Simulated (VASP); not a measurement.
# TePb (Pnma) in VASP: single point with r2SCAN

Aim: the single point of TePb with r2SCAN.

Everything below comes from runs of VASP 6.6.1. Logs are shortened: lines on timing, memory, paths and dates and some standing lists are left out, and cuts for length are marked.

## 1. The cell of the first run

The structure is orthorhombic, space group Pnma (No. 62). The conventional cell has a = 7.972 Å, b = 4.571 Å, c = 7.915 Å, α = 90.00°, β = 90.00°, γ = 90.00°. Te (site symmetry m) has 6 Pb at 3.30 to 3.31 Å within 4.3 Å. Within 4.3 Å of Pb (site symmetry m) lie 6 Te at 3.30 to 3.31 Å and 2 Pb at 3.99 Å.

## 2. Single point, r2SCAN

File POSCAR:

```
TePb
1.0
    7.9717400000      0.0000000000      0.0000000000
    0.0000000000      4.5705800000      0.0000000000
    0.0000000000      0.0000000000      7.9149700000
Te Pb
4 4
Direct
    0.2489100000      0.7500000000      0.0833800000
    0.7489100000      0.7500000000      0.4166200000
    0.2510900000      0.2500000000      0.5833800000
    0.7510900000      0.2500000000      0.9166200000
    0.0015300000      0.7500000000      0.7487500000
    0.5015300000      0.7500000000      0.7512500000
    0.4984700000      0.2500000000      0.2487500000
    0.9984700000      0.2500000000      0.2512500000
```

File INCAR.step1:

```
  PREC = Accurate
  ENCUT = 520
  ISMEAR = 0
  SIGMA = 0.01
  LREAL = False
  LASPH = True
  NELM = 80
  NBANDS = 50
  GGA = PE
  ALGO = Normal
  EDIFF = 1E-4
  LWAVE = True
  LCHARG = False
```

File INCAR.step2:

```
  PREC = Accurate
  ENCUT = 520
  EDIFF = 1E-7
  ISMEAR = 0
  SIGMA = 0.01
  LREAL = False
  LASPH = True
  NELM = 80
  ALGO = Normal
  ISIF = 2
  LWAVE = False
  LCHARG = False
  METAGGA = R2SCAN
  LMIXTAU = True
  NBANDS = 50
  ISTART = 1
```

File KPOINTS:

```
Automatic mesh
0
Gamma
  4 6 4
```

Potentials or basis: VASP PAW PBE potentials, release 64 (Te, Pb_d).

The run is started by

```bash
$ cat potpaw_PBE.64/Te/POTCAR potpaw_PBE.64/Pb_d/POTCAR > POTCAR
$ cp INCAR.step1 INCAR
$ mpirun -np 1 vasp_std > vasp.out
$ cp INCAR.step2 INCAR
$ mpirun -np 1 vasp_std > vasp.out
```

OUTCAR:

```text
PREC = Accurate
   ENCUT = 520
   EDIFF = 1E-7
   ISMEAR = 0
   LREAL = False
   LASPH = True
   NELM = 80
   ISIF = 2
   METAGGA = R2SCAN
   ISTART = 1

 ion  position               nearest neighbor table
   1  0.249  0.750  0.083-   7 3.30   7 3.30   5 3.30   6 3.31   8 3.31   8 3.31
   2  0.749  0.750  0.417-   8 3.30   8 3.30   6 3.30   5 3.31   7 3.31   7 3.31
   3  0.251  0.250  0.583-   5 3.30   5 3.30   7 3.30   8 3.31   6 3.31   6 3.31
   4  0.751  0.250  0.917-   6 3.30   6 3.30   8 3.30   7 3.31   5 3.31   5 3.31
   5  0.002  0.750  0.749-   3 3.30   3 3.30   1 3.30   2 3.31   4 3.31   4 3.31   6 3.99   6 3.99

   6  0.502  0.750  0.751-   4 3.30   4 3.30   2 3.30   1 3.31   3 3.31   3 3.31   5 3.99   5 3.99

   7  0.498  0.250  0.249-   1 3.30   1 3.30   3 3.30   4 3.31   2 3.31   2 3.31   8 3.99   8 3.99

   8  0.998  0.250  0.251-   2 3.30   2 3.30   4 3.30   3 3.31   1 3.31   1 3.31   7 3.99   7 3.99

  LATTYP: Found a simple orthorhombic cell.
 ALAT       =     4.5705800000
 B/A-ratio  =     1.7317211382
 C/A-ratio  =     1.7441418813

  Lattice vectors:

 A1 = (   0.0000000000,   4.5705800000,   0.0000000000)
 A2 = (   0.0000000000,   0.0000000000,   7.9149700000)
 A3 = (   7.9717400000,   0.0000000000,   0.0000000000)

Analysis of symmetry for initial positions (statically):
=====================================================================
 Subroutine PRICEL returns:
 Original cell was already a primitive cell.

 Routine SETGRP: Setting up the symmetry group for a
 simple orthorhombic supercell.

 Subroutine GETGRP returns: Found  8 space group operations
 (whereof  2 operations were pure point group operations)
 out of a pool of  8 trial point group operations.

The static configuration has the point symmetry S_2 .
 The point group associated with its full space group is D_2h.

Analysis of symmetry for dynamics (positions and initial velocities):
=====================================================================
 Subroutine PRICEL returns:
 Original cell was already a primitive cell.

 Routine SETGRP: Setting up the symmetry group for a
 simple orthorhombic supercell.

 Subroutine GETGRP returns: Found  8 space group operations
 (whereof  2 operations were pure point group operations)
 out of a pool of  8 trial point group operations.

The dynamic configuration has the point symmetry S_2 .
 The point group associated with its full space group is D_2h.

 Subroutine INISYM returns: Found  8 space group operations
 (whereof  2 operations are pure point group operations),
 and found     1 'primitive' translations

----------------------------------------------------------------------------------------

                                     Primitive cell

  volume of cell :     288.3857

  direct lattice vectors                    reciprocal lattice vectors
     7.971740000  0.000000000  0.000000000     0.125443128  0.000000000  0.000000000
     0.000000000  4.570580000  0.000000000     0.000000000  0.218790613  0.000000000
     0.000000000  0.000000000  7.914970000     0.000000000  0.000000000  0.126342867

  length of vectors
     7.971740000  4.570580000  7.914970000     0.125443128  0.218790613  0.126342867

  position of ions in fractional coordinates (direct lattice)
     0.248910000  0.750000000  0.083380000
     0.748910000  0.750000000  0.416620000
     0.251090000  0.250000000  0.583380000
     0.751090000  0.250000000  0.916620000
     0.001530000  0.750000000  0.748750000
     0.501530000  0.750000000  0.751250000
     0.498470000  0.250000000  0.248750000
     0.998470000  0.250000000  0.251250000

  ion indices of the primitive-cell ions
   primitive index   ion index
                 1           1
                 2           2
                 3           3
                 4           4
                 5           5
                 6           6
                 7           7
                 8           8

----------------------------------------------------------------------------------------

 KPOINTS: Automatic mesh

Automatic generation of k-mesh.
 Grid dimensions read from file:
 generate k-points for:    4    6    4

 Generating k-lattice:

  Cartesian coordinates                     Fractional coordinates (reciprocal lattice)
     0.031360782  0.000000000  0.000000000     0.250000000  0.000000000  0.000000000
     0.000000000  0.036465102  0.000000000     0.000000000  0.166666667  0.000000000
     0.000000000  0.000000000  0.031585717     0.000000000  0.000000000  0.250000000

  Length of vectors
     0.031360782  0.036465102  0.031585717

  Shift w.r.t. Gamma in fractional coordinates (k-lattice)
     0.000000000  0.000000000  0.000000000

 Subroutine IBZKPT returns following result:
 ===========================================

 Found     36 irreducible k-points:

 Following reciprocal coordinates:
            Coordinates               Weight
  0.000000  0.000000  0.000000      1.000000
  0.250000  0.000000  0.000000      2.000000
  0.500000  0.000000  0.000000      1.000000
  0.000000  0.166667  0.000000      2.000000
  0.250000  0.166667  0.000000      4.000000
  0.500000  0.166667  0.000000      2.000000
[... 16 lines left out ...]
  0.250000  0.500000  0.250000      4.000000
  0.500000  0.500000  0.250000      2.000000
 [... further k-points ...]
   k-points           NKPTS =     36   k-points in BZ     NKDIM =     36   number of bands    NBANDS=     50
   number of dos      NEDOS =    301   number of ions     NIONS =      8
   total plane-waves  NPLWV = 129600
   dimension x,y,z NGX =    60 NGY =   36 NGZ =   60
   dimension x,y,z NGXF=   120 NGYF=   72 NGZF=  120
   ions per type =               4   4
   NGX,Y,Z   is equivalent  to a cutoff of  12.51, 13.09, 12.60 a.u.
   NGXF,Y,Z  is equivalent  to a cutoff of  25.03, 26.19, 25.20 a.u.
 SYSTEM =  unknown system
   PREC   = accura    normal or accurate (medium, high low for compatibility)
   ISTART =      1    job   : 0-new  1-cont  2-samecut
   ICHARG =      0    charge: 1-file 2-atom 10-const
   ISPIN  =      1    spin polarized calculation?
   LNONCOLLINEAR =      F non collinear calculations
   LSORBIT =      F    spin-orbit coupling
   LASPH  =      T    aspherical Exc in radial PAW
   ENCUT  =  520.0 eV  38.22 Ry    6.18 a.u.  14.82  8.50 14.72*2*pi/ulx,y,z
   NELM   =     80;   NELMIN=  2; NELMDL=  0     # of ELM steps
   EDIFF  = 0.1E-06   stopping-criterion for ELM
   LREAL  =      F    real-space projection
   EDIFFG = 0.1E-05   stopping-criterion for IOM
   NSW    =      0    number of steps for IOM
   IBRION =     -1    ionic relax: 0-MD 1-quasi-New 2-CG
   NFREE  =      0    steps in history (QN), initial steepest desc. (CG)
   ISIF   =      2    stress and relaxation
   ISYM   =      2    0-nonsym 1-usesym 2-fastsym
   POTIM  = 0.5000    time-step for ionic-motion
   TEBEG  =    0.0;   TEEND  =   0.0 temperature during run
   PSTRESS=    0.0 pullay stress
   NELECT =      80.0000    total number of electrons
   NUPDOWN=      -1.0000    fix difference up-down
   EMIN   =  10.00;   EMAX   =-10.00  energy-range for DOS
   EFERMI =   0.00;   METHOD = LEGACY
   ISMEAR =     0;   SIGMA  =   0.01  broadening in eV -4-tet -1-fermi 0-gaus
   EFERMI_NEDOS =   21; number of points for ismear=-14 and -15
   IALGO  =     38    algorithm
   IMIX   =      4    mixing-type and parameters
     AMIX     =   0.40;   BMIX     =  1.00
     AMIX_MAG =   1.60;   BMIX_MAG =  1.00
  volume/ion in A,a.u.               =      36.05       243.27
  Fermi-wavevector in a.u.,A,eV,Ry     =   1.067694  2.017650 15.510249  1.139971
  Thomas-Fermi vector in A             =   2.203319
   LORBIT       =      0    0 simple, 1 ext, 2 COOP (PROOUT), +10 PAW based schemes
   METAGGA = R2SCAN    functional components
   LHFCALC =     F    Hartree Fock is set to
   AEXX    =    0.0000 exact exchange contribution
   IVDW    =     0    specifies the selected vdW correction
   LEPSILON=     F    determine dielectric tensor
   LRPA    =     F    only Hartree local field effects (RPA)
 non-spin polarized calculation
 Gauss-broadening in eV      SIGMA  =   0.01
  energy-cutoff  :      520.00
  volume of cell :      288.39
 maximum number of plane-waves:      7832
 NGX is ok and might be reduce to    60
   NGX = 29   NGY = 17   NGZ = 29

 number of electron      80.0000017 magnetization

 Free energy of the ion-electron system (eV)
  ---------------------------------------------------
  ext. energy  EPLUGINS =         0.00000000
  ---------------------------------------------------
  free energy    TOTEN  =      -330.49044022 eV

  energy without entropy =     -330.49044022  energy(sigma->0) =     -330.49044022

 E-fermi :   5.2978     XC(G=0):  -9.4822

 val. band max:        5.2402237870   @ k =   0.0000   0.3333   0.0000
 cond. band min:       5.6584888574   @ k =   0.0000   0.0000   0.0000
 fundamental gap:      0.4182650704
 Fermi energy:         5.2977827036

 k-point     1 :       0.0000    0.0000    0.0000
  band No.  band energies     occupation
      1     -12.6710      2.00000
      2     -12.6490      2.00000
      3     -12.6406      2.00000
      4     -12.6331      2.00000
      5     -12.6329      2.00000
      6     -12.6288      2.00000
[... 42 lines left out ...]
     49       9.1127      0.00000
     50       9.7075      0.00000

 k-point     2 :       0.2500    0.0000    0.0000
  band No.  band energies     occupation
      1     -12.6637      2.00000
      2     -12.6380      2.00000
      3     -12.6327      2.00000
      4     -12.6303      2.00000
      5     -12.6301      2.00000
      6     -12.6298      2.00000
[... 42 lines left out ...]
     49       8.4939      0.00000
     50       8.8400      0.00000

 k-point     3 :       0.5000    0.0000    0.0000
  band No.  band energies     occupation
      1     -12.6468      2.00000
      2     -12.6468      2.00000
      3     -12.6246      2.00000
      4     -12.6246      2.00000
      5     -12.6245      2.00000
      6     -12.6245      2.00000
[... 1102 lines left out ...]
     49       8.8184      0.00000
     50       8.8184      0.00000

 k-point    24 :       0.5000    0.5000    0.2500
  band No.  band energies     occupation
      1     -12.6435      2.00000
      2     -12.6435      2.00000
      3     -12.6435      2.00000
      4     -12.6435      2.00000
      5     -12.6165      2.00000
      6     -12.6165      2.00000
[... 42 lines left out ...]
     49       9.5443      0.00000
     50       9.5443      0.00000

 [... further k-points ...]

------------------------ aborting loop because EDIFF is reached ----------------------------------------

  FORCE on cell =-STRESS in cart. coord.  units (eV):
  Direction    XX          YY          ZZ          XY          YZ          ZX
  --------------------------------------------------------------------------------------
  -------------------------------------------------------------------------------------
  Total       -1.4270466     -1.2121733     -1.2123945      0.0000000     -0.0000000      0.0000000
  in kB       -7.9282075     -6.7344417     -6.7356705      0.0000000     -0.0000000      0.0000000
  external PRESSURE =      -7.1327732 kB  Pullay stress =       0.0000000 kB

 VOLUME and BASIS-vectors are now :
 -----------------------------------------------------------------------------
  energy-cutoff  :      520.00
  volume of cell :      288.39
      direct lattice vectors                 reciprocal lattice vectors
     7.971740000  0.000000000  0.000000000     0.125443128  0.000000000  0.000000000
     0.000000000  4.570580000  0.000000000     0.000000000  0.218790613  0.000000000
     0.000000000  0.000000000  7.914970000     0.000000000  0.000000000  0.126342867

 POSITION                                       TOTAL-FORCE (eV/Angst)
 -----------------------------------------------------------------------------------
      1.98425      3.42793      0.65995         0.005538     -0.000000      0.001445
      5.97012      3.42793      3.29753         0.005538     -0.000000     -0.001445
      2.00162      1.14264      4.61744        -0.005538     -0.000000      0.001445
      5.98749      1.14264      7.25502        -0.005538     -0.000000     -0.001445
      0.01220      3.42793      5.92633        -0.001292     -0.000000      0.004618
      3.99807      3.42793      5.94612        -0.001292     -0.000000     -0.004618
      3.97367      1.14264      1.96885         0.001292      0.000000      0.004618
      7.95954      1.14264      1.98864         0.001292     -0.000000     -0.004618
 -----------------------------------------------------------------------------------
    total drift:                                0.000000      0.000000     -0.000000

  FREE ENERGIE OF THE ION-ELECTRON SYSTEM (eV)
  ---------------------------------------------------
  free  energy   TOTEN  =      -330.4904402163 eV

  energy  without entropy=     -330.4904402163  energy(sigma->0) =     -330.49044022
```

Wall time 47 min (1 thread of Oxide Virtual Turin-like, shared host); peak memory 0.6 GiB.

Results:

```
Free energy            : -330.4904 eV
Pressure               : -0.7 GPa
Largest force          : 0.006 eV/Å
Band gap on the k mesh : 0.42 eV
```

Forces in eV/Å, atoms in the order of the input:
```
Te   0.006  0.000  0.001
Te   0.006  0.000 -0.001
Te  -0.006  0.000  0.001
Te  -0.006  0.000 -0.001
Pb  -0.001  0.000  0.005
Pb  -0.001  0.000 -0.005
Pb   0.001  0.000  0.005
Pb   0.001  0.000 -0.005
```

Levels at points of the mesh, in eV from the valence-band top:
| k point | band 37 | band 38 | band 39 | band 40 | band 41 | band 42 | band 43 | band 44 |
| --- | --- | --- | --- | --- | --- | --- | --- | --- |
| (0.00, 0.00, 0.00) | -1.17 | -1.17 | -1.05 | -0.11 | 0.42 | 0.48 | 1.07 | 2.13 |
| (0.50, 0.00, 0.00) | -1.44 | -1.44 | -1.41 | -1.41 | 2.20 | 2.20 | 2.26 | 2.26 |
| (0.00, 0.50, 0.00) | -2.48 | -2.48 | -0.36 | -0.36 | 1.68 | 1.68 | 2.56 | 2.56 |
| (0.50, 0.50, 0.00) | -1.32 | -1.32 | -1.32 | -1.32 | 0.94 | 0.94 | 0.94 | 0.94 |
| (0.00, 0.00, 0.50) | -1.18 | -1.18 | -1.17 | -1.17 | 0.99 | 0.99 | 1.54 | 1.54 |
| (0.50, 0.00, 0.50) | -1.33 | -1.33 | -1.29 | -1.29 | 2.12 | 2.12 | 2.16 | 2.16 |
| (0.00, 0.50, 0.50) | -1.31 | -1.31 | -1.05 | -1.05 | 0.48 | 0.48 | 1.07 | 1.07 |
| (0.50, 0.50, 0.50) | -2.35 | -2.35 | -2.35 | -2.35 | 2.21 | 2.21 | 2.21 | 2.21 |

Caveat: the PAW data sets were made with another functional, which shifts forces and pressure a little; spin-orbit coupling is left out, which moves the levels of the heavy elements. A k mesh can miss the band edges.
